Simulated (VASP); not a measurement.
Al: single point with PBEsol

Slab: Al, a slab with vacuum.

```
CELL_PARAMETERS angstrom
2.82708 0.00000 0.00000
0.00000 10.40959 0.00000
0.00000 0.00000 31.52284
ATOMIC_POSITIONS crystal
Al 0.50000 0.84220 0.31723
Al 0.50000 0.11064 0.32865
Al 0.00000 0.61064 0.32865
Al 0.50000 0.37908 0.34008
Al 0.00000 0.95283 0.38577
Al 0.00000 0.22127 0.39719
Al 0.50000 0.72127 0.39719
Al 0.00000 0.48971 0.40862
Al 0.50000 0.06347 0.45431
Al 0.50000 0.33191 0.46573
Al 0.00000 0.83191 0.46573
Al 0.50000 0.60035 0.47715
Al 0.00000 0.17365 0.52365
Al 0.00000 0.44327 0.53493
Al 0.50000 0.94120 0.53467
Al 0.00000 0.71150 0.54649
Al 0.50000 0.28485 0.59318
Al 0.50000 0.55248 0.60521
Al 0.00000 0.05020 0.60390
Al 0.50000 0.82034 0.61614
Al 0.00000 0.39489 0.66407
Al 0.00000 0.66060 0.67539
Al 0.50000 0.16186 0.67308
Al 0.00000 0.93054 0.68495
```

```json
{
 "Program": "VASP 6.6.1",
 "Task": "single point",
 "Functional": "PBEsol",
 "Potentials or basis": "VASP PAW PBE potentials, release 64 (Al)",
 "Cutoff": "520 eV",
 "k mesh": "9 × 3 × 1",
 "Occupations": "gaussian, width 0.1 eV",
 "Spin": "no spin polarisation",
 "Dipole correction": "yes",
 "Further INCAR settings": "LREAL = Auto; ALGO = Normal; EDIFF = 1e-07; NBANDS = 54"
}
```

The largest force is 0.194 eV/Å. The band gap on the k mesh is zero (band 36 reaches 1.78 eV, above the bottom of band 37 at 0.53 eV) and the work function of the upper face is 4.17 eV. The work function of the lower face is 4.18 eV.

Forces in eV/Å, atoms in the order of the input:
```
Al   0.000 -0.003 -0.034
Al   0.000  0.100 -0.161
Al   0.000 -0.008 -0.038
Al   0.000 -0.043 -0.189
Al   0.000 -0.069  0.010
Al   0.000  0.014 -0.029
Al   0.000  0.078  0.019
Al   0.000 -0.008  0.028
Al   0.000 -0.064  0.109
Al   0.000 -0.043  0.130
Al   0.000  0.023  0.049
Al   0.000  0.027  0.073
Al   0.000  0.011  0.011
Al   0.000  0.010  0.005
Al   0.000  0.016 -0.021
Al   0.000 -0.015  0.012
Al   0.000  0.006  0.010
Al   0.000 -0.006  0.012
Al   0.000  0.017 -0.006
Al   0.000 -0.024  0.011
Al   0.000 -0.008  0.002
Al   0.000 -0.006  0.012
Al   0.000 -0.008 -0.017
Al   0.000  0.001  0.004
```

Levels at points of the mesh, in eV from the Fermi level:
```csv
k point,band 31,band 32,band 33,band 34,band 35,band 36,band 37,band 38,band 39,band 40
"(0.00, 0.00, 0.00)",-1.41,-1.08,0.13,0.16,0.38,0.44,0.94,1.00,1.07,1.27
```

It took 19 min on 1 thread of Intel(R) Xeon(R) Platinum 8375C CPU @ 2.90GHz (Ice Lake), with other jobs on the host, peak memory 0.97 GiB.

Caveat: the PAW data sets were made with another functional, which shifts forces and pressure a little.
